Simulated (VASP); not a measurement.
# InSb in VASP: notebook, part 3 of 3

VASP 6.6.1. The steps go on from the part before.

### Step 5. Single point, PBE (strain -0.040 along x and y, +0.000 along z)

Contents of INCAR:

```
PREC = Accurate
ENCUT = 520
EDIFF = 1E-6
ISMEAR = 0
SIGMA = 0.15
LREAL = False
LASPH = True
NELM = 100
ALGO = Normal
ISIF = 2
LWAVE = False
LCHARG = True
GGA = PE
LELF = True
LVHAR = True
NBANDS = 16
```

Contents of KPOINTS:

```
regular mesh
0
Gamma
  16 16 16
```

Contents of POSCAR:

```
InSb
1.0
    0.0000000000      3.1847279916      3.3174249912
    3.1847279916      0.0000000000      3.3174249912
    3.1847279916      3.1847279916      0.0000000000
In Sb
1 1
Direct
    0.0000000000      0.0000000000      0.0000000000
    0.7500000000      0.7500000000      0.7500000000
```

Potentials or basis: VASP PAW PBE potentials, release 64 (In_d, Sb).

The run is started by

```console
> cat potpaw_PBE.64/In_d/POTCAR potpaw_PBE.64/Sb/POTCAR > POTCAR
> mpirun -np 1 vasp_std > vasp.out
```

OUTCAR:

```text
PREC = Accurate
   ENCUT = 520
   EDIFF = 1E-6
   ISMEAR = 0
   LREAL = False
   LASPH = True
   NELM = 100
   ISIF = 2
   GGA = PE

 ion  position               nearest neighbor table
   1  0.000  0.000  0.000-   2 2.80   2 2.80   2 2.80   2 2.80
   2  0.750  0.750  0.750-   1 2.80   1 2.80   1 2.80   1 2.80

  LATTYP: Found a body centered tetragonal cell.
 ALAT       =     4.5038855182
 C/A-ratio  =     1.4731391274

  Lattice vectors:

 A1 = (  -3.1847279916,   0.0000000000,   3.3174249912)
 A2 = (   3.1847279916,   0.0000000000,   3.3174249912)
 A3 = (   0.0000000000,   3.1847279916,  -3.3174249912)

Analysis of symmetry for initial positions (statically):
=====================================================================
 Subroutine PRICEL returns:
 Original cell was already a primitive cell.

 Routine SETGRP: Setting up the symmetry group for a
 body centered tetragonal supercell.

 Subroutine GETGRP returns: Found  8 space group operations
 (whereof  8 operations were pure point group operations)
 out of a pool of 16 trial point group operations.

The static configuration has the point symmetry D_2d.

Analysis of symmetry for dynamics (positions and initial velocities):
=====================================================================
 Subroutine PRICEL returns:
 Original cell was already a primitive cell.

 Routine SETGRP: Setting up the symmetry group for a
 body centered tetragonal supercell.

 Subroutine GETGRP returns: Found  8 space group operations
 (whereof  8 operations were pure point group operations)
 out of a pool of 16 trial point group operations.

The dynamic configuration has the point symmetry D_2d.

 Subroutine INISYM returns: Found  8 space group operations
 (whereof  8 operations are pure point group operations),
 and found     1 'primitive' translations

----------------------------------------------------------------------------------------

                                     Primitive cell

  volume of cell :      67.2939

  direct lattice vectors                    reciprocal lattice vectors
     0.000000000  3.184727992  3.317424991    -0.156999279  0.156999279  0.150719308
     3.184727992  0.000000000  3.317424991     0.156999279 -0.156999279  0.150719308
     3.184727992  3.184727992  0.000000000     0.156999279  0.156999279 -0.150719308

  length of vectors
     4.598673825  4.598673825  4.503885518     0.268353978  0.268353978  0.268353978

  position of ions in fractional coordinates (direct lattice)
     0.000000000  0.000000000  0.000000000
     0.750000000  0.750000000  0.750000000

  ion indices of the primitive-cell ions
   primitive index   ion index
                 1           1
                 2           2

----------------------------------------------------------------------------------------

 KPOINTS: regular mesh

Automatic generation of k-mesh.
 Grid dimensions read from file:
 generate k-points for:   16   16   16

 Generating k-lattice:

  Cartesian coordinates                     Fractional coordinates (reciprocal lattice)
    -0.009812455  0.009812455  0.009419957     0.062500000 -0.000000000  0.000000000
     0.009812455 -0.009812455  0.009419957    -0.000000000  0.062500000  0.000000000
     0.009812455  0.009812455 -0.009419957     0.000000000  0.000000000  0.062500000

  Length of vectors
     0.016772124  0.016772124  0.016772124

  Shift w.r.t. Gamma in fractional coordinates (k-lattice)
     0.000000000  0.000000000  0.000000000

 Subroutine IBZKPT returns following result:
 ===========================================

 Found    349 irreducible k-points:

 Following reciprocal coordinates:
            Coordinates               Weight
  0.000000  0.000000  0.000000      1.000000
  0.062500  0.000000  0.000000      8.000000
  0.125000  0.000000  0.000000      8.000000
  0.187500  0.000000  0.000000      8.000000
  0.250000  0.000000  0.000000      8.000000
  0.312500  0.000000  0.000000      8.000000
[... 16 lines left out ...]
 -0.125000  0.062500  0.000000      8.000000
 -0.062500  0.062500  0.000000      4.000000
 [... further k-points ...]
   k-points           NKPTS =    349   k-points in BZ     NKDIM =    349   number of bands    NBANDS=     16
   number of dos      NEDOS =    301   number of ions     NIONS =      2
   total plane-waves  NPLWV =  46656
   dimension x,y,z NGX =    36 NGY =   36 NGZ =   36
   dimension x,y,z NGXF=    72 NGYF=   72 NGZF=   72
   ions per type =               1   1
   NGX,Y,Z   is equivalent  to a cutoff of  13.01, 13.01, 13.29 a.u.
   NGXF,Y,Z  is equivalent  to a cutoff of  26.03, 26.03, 26.58 a.u.
 SYSTEM =  unknown system
   PREC   = accura    normal or accurate (medium, high low for compatibility)
   ISTART =      0    job   : 0-new  1-cont  2-samecut
   ICHARG =      2    charge: 1-file 2-atom 10-const
   ISPIN  =      1    spin polarized calculation?
   LNONCOLLINEAR =      F non collinear calculations
   LSORBIT =      F    spin-orbit coupling
   LASPH  =      T    aspherical Exc in radial PAW
   ENCUT  =  520.0 eV  38.22 Ry    6.18 a.u.   8.55  8.55  8.37*2*pi/ulx,y,z
   NELM   =    100;   NELMIN=  2; NELMDL= -5     # of ELM steps
   EDIFF  = 0.1E-05   stopping-criterion for ELM
   LREAL  =      F    real-space projection
   EDIFFG = 0.1E-04   stopping-criterion for IOM
   NSW    =      0    number of steps for IOM
   IBRION =     -1    ionic relax: 0-MD 1-quasi-New 2-CG
   NFREE  =      0    steps in history (QN), initial steepest desc. (CG)
   ISIF   =      2    stress and relaxation
   ISYM   =      2    0-nonsym 1-usesym 2-fastsym
   POTIM  = 0.5000    time-step for ionic-motion
   TEBEG  =    0.0;   TEEND  =   0.0 temperature during run
   PSTRESS=    0.0 pullay stress
   NELECT =      18.0000    total number of electrons
   NUPDOWN=      -1.0000    fix difference up-down
   EMIN   =  10.00;   EMAX   =-10.00  energy-range for DOS
   EFERMI =   0.00;   METHOD = LEGACY
   ISMEAR =     0;   SIGMA  =   0.15  broadening in eV -4-tet -1-fermi 0-gaus
   EFERMI_NEDOS =   21; number of points for ismear=-14 and -15
   IALGO  =     38    algorithm
   IMIX   =      4    mixing-type and parameters
     AMIX     =   0.40;   BMIX     =  1.00
     AMIX_MAG =   1.60;   BMIX_MAG =  1.00
  volume/ion in A,a.u.               =      33.65       227.06
  Fermi-wavevector in a.u.,A,eV,Ry     =   1.054809  1.993300 15.138135  1.112622
  Thomas-Fermi vector in A             =   2.189983
   LORBIT       =      0    0 simple, 1 ext, 2 COOP (PROOUT), +10 PAW based schemes
   GGA     = PE    functional components
   LHFCALC =     F    Hartree Fock is set to
   AEXX    =    0.0000 exact exchange contribution
   IVDW    =     0    specifies the selected vdW correction
   LEPSILON=     F    determine dielectric tensor
   LRPA    =     F    only Hartree local field effects (RPA)
 non-spin polarized calculation
 Gauss-broadening in eV      SIGMA  =   0.15
  energy-cutoff  :      520.00
  volume of cell :       67.29
 maximum number of plane-waves:      1849
 NGX is ok and might be reduce to    36
   NGX = 17   NGY = 17   NGZ = 17

 number of electron      17.9999997 magnetization

 Free energy of the ion-electron system (eV)
  ---------------------------------------------------
  ext. energy  EPLUGINS =         0.00000000
  ---------------------------------------------------
  free energy    TOTEN  =        -6.88669443 eV

  energy without entropy =       -6.88658714  energy(sigma->0) =       -6.88664078

 E-fermi :   5.4052     XC(G=0):  -8.7323

 val. band max:        5.2870825956   @ k =   0.0000   0.0000   0.0000
 cond. band min:       5.7514178866   @ k =   0.5000   0.0000   0.0000
 fundamental gap:      0.4643352910
 Fermi energy:         5.4052040885

 k-point     1 :       0.0000    0.0000    0.0000
  band No.  band energies     occupation
      1      -9.4188      2.00000
      2      -9.4101      2.00000
      3      -9.4101      2.00000
      4      -9.3279      2.00000
      5      -9.3230      2.00000
      6      -5.5655      2.00000
[... 8 lines left out ...]
     15      13.1696      0.00000
     16      13.5959      0.00000
[... 419 lines left out ...]
 k-point    24 :      -0.0625    0.0625    0.0000
  band No.  band energies     occupation
      1      -9.4161      2.00000
      2      -9.4152      2.00000
      3      -9.4083      2.00000
      4      -9.3287      2.00000
      5      -9.3227      2.00000
      6      -5.4670      2.00000
[... 8 lines left out ...]
     15      12.8477      0.00000
     16      12.9881      0.00000

 [... further k-points ...]
[... 5 lines left out ...]
  --------------------------------------------------------------------------------------
  -------------------------------------------------------------------------------------
  Total        1.6745958      1.6745958      1.1957632      0.0000000     -0.0000000      0.0000000
  in kB       39.8698656     39.8698656     28.4695081      0.0000000     -0.0000000      0.0000000
  external PRESSURE =      36.0697464 kB  Pullay stress =       0.0000000 kB

 VOLUME and BASIS-vectors are now :
 -----------------------------------------------------------------------------
  energy-cutoff  :      520.00
  volume of cell :       67.29
      direct lattice vectors                 reciprocal lattice vectors
     0.000000000  3.184727992  3.317424991    -0.156999279  0.156999279  0.150719308
     3.184727992  0.000000000  3.317424991     0.156999279 -0.156999279  0.150719308
     3.184727992  3.184727992  0.000000000     0.156999279  0.156999279 -0.150719308

 POSITION                                       TOTAL-FORCE (eV/Angst)
 -----------------------------------------------------------------------------------
      0.00000      0.00000      0.00000         0.000000      0.000000     -0.000000
      4.77709      4.77709      4.97614        -0.000000     -0.000000      0.000000
 -----------------------------------------------------------------------------------
    total drift:                               -0.000000     -0.000000      0.000001

  FREE ENERGIE OF THE ION-ELECTRON SYSTEM (eV)
  ---------------------------------------------------
  free  energy   TOTEN  =        -6.8866944334 eV

  energy  without entropy=       -6.8865871361  energy(sigma->0) =       -6.88664078
```

stdout:

```text
POSCAR found type information on POSCAR InSb
 POSCAR found :  2 types and       2 ions
 scaLAPACK will be used
 LDA part: xc-table for (Slater+PW92), standard interpolation
 POSCAR, INCAR and KPOINTS ok, starting setup
 FFT: planning ... GRIDC
 FFT: planning ... GRID_SOFT
 FFT: planning ... GRID
 WAVECAR not read
 entering main loop
```

Wall time 2.1 min (1 thread of Intel Xeon 6975P-C (Granite Rapids), shared host); peak memory 0.51 GiB.

Results:

* Free energy: -6.8867 eV
* Pressure: 3.6 GPa
* Band gap on the k mesh: zero (filled and empty bands touch)

Caveat: the cell differs from its parent crystal (strain -0.040 along x and y, +0.000 along z); spin-orbit coupling is left out, which moves the levels of the heavy elements.

### Step 6. Single point, PBE (strain +0.040 along x and y, +0.080 along z)

Contents of INCAR:

```
PREC = Accurate
ENCUT = 520
EDIFF = 1E-7
ISMEAR = 0
SIGMA = 0.15
LREAL = F
LASPH = T
NELM = 60
ALGO = Normal
ISIF = 2
LWAVE = F
LCHARG = F
GGA = PE
NBANDS = 16
```

Contents of KPOINTS:

```
Automatic mesh
0
Gamma
  16 16 16
```

Contents of POSCAR:

```
InSb
1.0
    0.0000000000      3.4501219908      3.5828189905
    3.4501219908      0.0000000000      3.5828189905
    3.4501219908      3.4501219908      0.0000000000
In Sb
1 1
Direct
    0.0000000000      0.0000000000      0.0000000000
    0.7500000000      0.7500000000      0.7500000000
```

Potentials or basis: VASP PAW PBE potentials, release 64 (In_d, Sb).

The run is started by

```console
> cat potpaw_PBE.64/In_d/POTCAR potpaw_PBE.64/Sb/POTCAR > POTCAR
> mpirun -np 1 vasp_std > vasp.out
```

Run time: 8.9 min. Hardware: 1 thread of Intel Xeon 6975P-C, shared host; peak memory 0.62 GiB.

The run converged. Its results:

- Free energy: -6.7738 eV
- Pressure: -3.9 GPa
- Band gap on the k mesh: zero (filled and empty bands touch)

Stress tensor (GPa, compression positive):
```
-3.58  0.00  0.00
 0.00 -3.58  0.00
 0.00  0.00 -4.55
```

Levels at points of the mesh, in eV from the Fermi level:
```csv
k point,band 5,band 6,band 7,band 8,band 9,band 10,band 11,band 12,band 13,band 14
"(0.00, 0.00, 0.00)",-14.33,-9.60,-1.49,-0.21,-0.05,-0.05,2.82,2.82,2.90,5.38
"(0.50, 0.00, 0.00)",-14.33,-8.74,-4.85,-0.91,-0.71,0.09,3.57,3.68,5.89,6.97
"(0.50, 0.50, 0.00)",-14.34,-8.41,-5.26,-1.61,-1.61,1.39,1.66,6.71,6.71,7.24
"(0.50, 0.00, 0.50)",-14.33,-8.35,-5.14,-1.77,-1.75,1.17,1.53,6.67,6.78,7.40
```

Caveat: the cell differs from its parent crystal (strain +0.040 along x and y, +0.080 along z); spin-orbit coupling is left out, which moves the levels of the heavy elements.

### Step 7. Overview

```tsv
cell	gap on the mesh (eV)	pressure (GPa)
a = 4.504 Å, angles 60.0°, 2 atoms	-	6.0
a = 4.316 Å, angles 60.0°, 2 atoms	0.87	16.8
a = 5.067 Å, angles 60.0°, 2 atoms	none	-4.8
a = 4.599, b = 4.599, c = 4.504 Å, angles 60.7, 60.7, 58.6°, 2 atoms	none	3.6
a = 4.974, b = 4.974, c = 4.879 Å, angles 60.6, 60.6, 58.7°, 2 atoms	none	-3.9
```

Alike in all rows: task single point; level PBE; potentials or basis VASP PAW PBE potentials, release 64 (In_d, Sb); no spin polarisation; k mesh 16 × 16 × 16; cutoff (eV) 520; smearing gaussian 0.15 eV.

Caveats: spin-orbit coupling is left out, which moves the levels of the heavy elements.

Total energies depend on the potentials used, so only differences within one code and one set of settings carry meaning.
